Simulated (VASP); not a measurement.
**GaSb: single point with PBE**

GaSb:

```
CELL_PARAMETERS angstrom
0.00000 3.05900 3.05900
3.05900 0.00000 3.05900
3.05900 3.05900 0.00000
ATOMIC_POSITIONS crystal
Ga 0.00000 0.00000 0.00000
Sb 0.25000 0.25000 0.25000
```

```
Program                : VASP 6.6.1
Task                   : single point
Functional             : PBE
Potentials or basis    : VASP PAW PBE potentials, release 64 (Ga_d, Sb)
Cutoff                 : 500 eV
k mesh                 : 6 × 6 × 6
Occupations            : fermi-dirac, width 0.05 eV
Spin                   : no spin polarisation
Dipole correction      : no
Further INCAR settings : ALGO = Normal; EDIFF = 1e-06; NBANDS = 16
```

| Quantity | Value |
| --- | --- |
| Pressure | 2.5 GPa |

Levels at points of the mesh, in eV from the Fermi level:
```tsv
k point	band 5	band 6	band 7	band 8	band 9	band 10	band 11	band 12	band 13	band 14
(0.00, 0.00, 0.00)	-15.06	-11.54	-0.06	-0.06	-0.06	-0.03	2.71	2.71	2.71	5.74
(0.50, 0.00, 0.00)	-15.06	-9.92	-6.43	-1.22	-1.22	0.34	3.68	3.68	6.40	9.30
(0.50, 0.50, 0.00)	-15.05	-9.08	-6.88	-2.64	-2.64	0.84	1.18	8.62	8.62	10.00
```

Run time: 15 s on 1 thread of AMD EPYC 7R43 64-Core Processor (Zen 3), with other jobs on the host, peak memory 0.13 GiB.

Caveat: spin-orbit coupling is left out, which moves the levels of the heavy elements.
